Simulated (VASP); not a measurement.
Here is a VASP 6.6.1 calculation.

Contents of INCAR:

```
ALGO = Fast
EDIFF = 1E-7
ENCUT = 520
GGA = PS
ISIF = 2
ISMEAR = -5
LASPH = True
LCHARG = True
LELF = True
LREAL = False
LVHAR = True
LWAVE = False
NBANDS = 16
NELM = 100
PREC = Accurate
SIGMA = 0.1
```

KPOINTS

```
k-points
0
Gamma
  10 10 14
```

Contents of POSCAR:

```
Al2Cu
1.0
    4.1051820000      0.0000000000      0.0000000000
    0.0000000000      4.1051820000      0.0000000000
    0.0000000000      0.0000000000      2.8913130000
Al Cu
2 1
Direct
    0.5000000000      0.0000000000      0.5000000000
    0.0000000000      0.5000000000      0.5000000000
    0.0000000000      0.0000000000      0.0000000000
```

Potentials or basis: VASP PAW PBE potentials, release 64 (Al, Cu).

Launch:

```console
$ cat potpaw_PBE.64/Al/POTCAR potpaw_PBE.64/Cu/POTCAR > POTCAR
$ mpirun -np 1 vasp_std > vasp.out
```

Problem. Predict the pressure.

Solution. -2.3 GPa.

Stress tensor (GPa, compression positive):
```
-1.87  0.00  0.00
 0.00 -1.87  0.00
 0.00  0.00 -3.23
```

Caveat: the PAW data sets were made with another functional, which shifts forces and pressure a little; tetrahedron occupations give inexact forces and stress in metals.
